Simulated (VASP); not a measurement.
# HgMo (Pm-3m) in VASP: single point with PBE

Aim: the single point of HgMo with PBE.

All numbers are computed with VASP 6.6.1; they aren't measurements. Logs are shortened: lines on timing, memory, paths and dates and some standing lists are left out, and cuts for length are marked.

### 1 The cell of the first run

It takes space group Pm-3m (No. 221, cubic). The conventional cell has a = 3.294 Å, b = 3.294 Å, c = 3.294 Å, α = 90.00°, β = 90.00°, γ = 90.00°. Hg (site symmetry m-3m) has 8 Mo at 2.85 Å and 6 Hg at 3.29 Å within 3.8 Å. Mo (site symmetry m-3m) has 8 Hg at 2.85 Å and 6 Mo at 3.29 Å within 3.8 Å.

### 2 Single point, PBE

The input, INCAR:

```
SYSTEM = HgMo
PREC = Accurate
ENCUT = 520
EDIFF = 1E-6
ISMEAR = 0
SIGMA = 0.1
LREAL = .FALSE.
LASPH = .TRUE.
NELM = 100
ALGO = Normal
ISIF = 2
LWAVE = .FALSE.
LCHARG = .FALSE.
GGA = PE
NBANDS = 20
```

The input, KPOINTS:

```
regular mesh
0
G
  16 16 16
  0 0 0
```

The input, POSCAR:

```
HgMo
1.0
    3.2940217995      0.0000000000      0.0000000000
    0.0000000000      3.2940217995      0.0000000000
    0.0000000000      0.0000000000      3.2940217995
Hg Mo
1 1
Direct
    0.0000000000      0.0000000000      0.0000000000
    0.5000000000      0.5000000000      0.5000000000
```

Potentials or basis: VASP PAW PBE potentials, release 64 (Hg, Mo_sv).

Started as:

```bash
$ cat potpaw_PBE.64/Hg/POTCAR potpaw_PBE.64/Mo_sv/POTCAR > POTCAR
$ mpirun -np 1 vasp_std > vasp.out
```

OUTCAR:

```text
SYSTEM = HgMo
   PREC = Accurate
   ENCUT = 520
   EDIFF = 1E-6
   ISMEAR = 0
   LREAL = .FALSE.
   LASPH = .TRUE.
   NELM = 100
   ISIF = 2
   GGA = PE

 ion  position               nearest neighbor table
   1  0.000  0.000  0.000-   2 2.85   2 2.85   2 2.85   2 2.85   2 2.85   2 2.85   2 2.85   2 2.85

   2  0.500  0.500  0.500-   1 2.85   1 2.85   1 2.85   1 2.85   1 2.85   1 2.85   1 2.85   1 2.85

  LATTYP: Found a simple cubic cell.
 ALAT       =     3.2940217995

  Lattice vectors:

 A1 = (   3.2940217995,   0.0000000000,   0.0000000000)
 A2 = (   0.0000000000,   3.2940217995,   0.0000000000)
 A3 = (   0.0000000000,   0.0000000000,   3.2940217995)

Analysis of symmetry for initial positions (statically):
=====================================================================
 Subroutine PRICEL returns:
 Original cell was already a primitive cell.

 Routine SETGRP: Setting up the symmetry group for a
 simple cubic supercell.

 Subroutine GETGRP returns: Found 48 space group operations
 (whereof 48 operations were pure point group operations)
 out of a pool of 48 trial point group operations.

The static configuration has the point symmetry O_h .

Analysis of symmetry for dynamics (positions and initial velocities):
=====================================================================
 Subroutine PRICEL returns:
 Original cell was already a primitive cell.

 Routine SETGRP: Setting up the symmetry group for a
 simple cubic supercell.

 Subroutine GETGRP returns: Found 48 space group operations
 (whereof 48 operations were pure point group operations)
 out of a pool of 48 trial point group operations.

The dynamic configuration has the point symmetry O_h .

 Subroutine INISYM returns: Found 48 space group operations
 (whereof 48 operations are pure point group operations),
 and found     1 'primitive' translations

----------------------------------------------------------------------------------------

                                     Primitive cell

  volume of cell :      35.7420

  direct lattice vectors                    reciprocal lattice vectors
     3.294021799  0.000000000  0.000000000     0.303580262  0.000000000  0.000000000
     0.000000000  3.294021799  0.000000000     0.000000000  0.303580262  0.000000000
     0.000000000  0.000000000  3.294021799     0.000000000  0.000000000  0.303580262

  length of vectors
[... 78 lines left out ...]
   LSORBIT =      F    spin-orbit coupling
   LASPH  =      T    aspherical Exc in radial PAW
   ENCUT  =  520.0 eV  38.22 Ry    6.18 a.u.   6.12  6.12  6.12*2*pi/ulx,y,z
   NELM   =    100;   NELMIN=  2; NELMDL= -5     # of ELM steps
   EDIFF  = 0.1E-05   stopping-criterion for ELM
   LREAL  =      F    real-space projection
   EDIFFG = 0.1E-04   stopping-criterion for IOM
   NSW    =      0    number of steps for IOM
   IBRION =     -1    ionic relax: 0-MD 1-quasi-New 2-CG
   NFREE  =      0    steps in history (QN), initial steepest desc. (CG)
   ISIF   =      2    stress and relaxation
   ISYM   =      2    0-nonsym 1-usesym 2-fastsym
   POTIM  = 0.5000    time-step for ionic-motion
   TEBEG  =    0.0;   TEEND  =   0.0 temperature during run
   PSTRESS=    0.0 pullay stress
   NELECT =      26.0000    total number of electrons
   NUPDOWN=      -1.0000    fix difference up-down
   EMIN   =  10.00;   EMAX   =-10.00  energy-range for DOS
   EFERMI =   0.00;   METHOD = LEGACY
   ISMEAR =     0;   SIGMA  =   0.10  broadening in eV -4-tet -1-fermi 0-gaus
   EFERMI_NEDOS =   21; number of points for ismear=-14 and -15
   IALGO  =     38    algorithm
   IMIX   =      4    mixing-type and parameters
     AMIX     =   0.40;   BMIX     =  1.00
     AMIX_MAG =   1.60;   BMIX_MAG =  1.00
  volume/ion in A,a.u.               =      17.87       120.60
  Fermi-wavevector in a.u.,A,eV,Ry     =   1.472333  2.782307 29.494239  2.167765
  Thomas-Fermi vector in A             =   2.587361
   LORBIT       =      0    0 simple, 1 ext, 2 COOP (PROOUT), +10 PAW based schemes
   GGA     = PE    functional components
   LHFCALC =     F    Hartree Fock is set to
   AEXX    =    0.0000 exact exchange contribution
   IVDW    =     0    specifies the selected vdW correction
   LEPSILON=     F    determine dielectric tensor
   LRPA    =     F    only Hartree local field effects (RPA)
 non-spin polarized calculation
 Gauss-broadening in eV      SIGMA  =   0.10
  energy-cutoff  :      520.00
  volume of cell :       35.74
 maximum number of plane-waves:       992
   NGX = 13   NGY = 13   NGZ = 13

 number of electron      25.9999990 magnetization

 Free energy of the ion-electron system (eV)
  ---------------------------------------------------
  ext. energy  EPLUGINS =         0.00000000
  ---------------------------------------------------
  free energy    TOTEN  =        -9.36926199 eV

  energy without entropy =       -9.35725807  energy(sigma->0) =       -9.36326003

 E-fermi :   7.7150     XC(G=0): -12.5672

 val. band max:        7.7113512055   @ k =   0.5000   0.5000   0.1875
 cond. band min:       7.7177815536   @ k =   0.3750   0.1250   0.1250
 fundamental gap:      0.0064303481
 Fermi energy:         7.7149858916

 k-point     1 :       0.0000    0.0000    0.0000
  band No.  band energies     occupation
      1     -53.2242      2.00000
      2     -27.2265      2.00000
      3     -27.2265      2.00000
      4     -27.2265      2.00000
      5      -1.6551      2.00000
      6      -0.6934      2.00000
[... 541 lines left out ...]
     19      19.9999      0.00000
     20      20.7856      0.00000

 [... further k-points ...]

------------------------ aborting loop because EDIFF is reached ----------------------------------------

  FORCE on cell =-STRESS in cart. coord.  units (eV):
  Direction    XX          YY          ZZ          XY          YZ          ZX
  --------------------------------------------------------------------------------------
  -------------------------------------------------------------------------------------
  Total        0.2618372      0.2618372      0.2618372     -0.0000000     -0.0000000      0.0000000
  in kB       11.7371463     11.7371463     11.7371463     -0.0000000     -0.0000000      0.0000000
  external PRESSURE =      11.7371463 kB  Pullay stress =       0.0000000 kB

 VOLUME and BASIS-vectors are now :
 -----------------------------------------------------------------------------
  energy-cutoff  :      520.00
  volume of cell :       35.74
      direct lattice vectors                 reciprocal lattice vectors
     3.294021799  0.000000000  0.000000000     0.303580262  0.000000000  0.000000000
     0.000000000  3.294021799  0.000000000     0.000000000  0.303580262  0.000000000
     0.000000000  0.000000000  3.294021799     0.000000000  0.000000000  0.303580262

 POSITION                                       TOTAL-FORCE (eV/Angst)
 -----------------------------------------------------------------------------------
      0.00000      0.00000      0.00000         0.000000      0.000000      0.000000
      1.64701      1.64701      1.64701         0.000000      0.000000      0.000000
 -----------------------------------------------------------------------------------
    total drift:                                0.000000      0.000000     -0.000000

  FREE ENERGIE OF THE ION-ELECTRON SYSTEM (eV)
  ---------------------------------------------------
  free  energy   TOTEN  =        -9.3692619940 eV

  energy  without entropy=       -9.3572580747  energy(sigma->0) =       -9.36326003
```

Wall time 28 s (1 thread of Intel Xeon 6975P-C (Granite Rapids), shared host); peak memory 0.23 GiB.

What came out:

```yaml
Free_energy: -9.3693 eV
Pressure: 1.2 GPa
Band_gap_on_the_k_mesh: zero (band 13 reaches 9.16 eV, above the bottom of band 14 at 6.95 eV)
```

Levels at points of the mesh, in eV from the Fermi level:
```tsv
k point	band 11	band 12	band 13	band 14	band 15	band 16
(0.00, 0.00, 0.00)	-1.18	-1.18	1.41	1.41	1.41	6.04
(0.50, 0.00, 0.00)	-4.64	-1.95	-0.77	-0.77	0.94	2.59
(0.50, 0.50, 0.00)	-0.63	-0.63	-0.61	1.04	1.04	2.03
(0.50, 0.50, 0.50)	-3.28	-3.28	0.19	2.12	2.12	6.91
```

Caveat: spin-orbit coupling is left out, which moves the levels of the heavy elements.
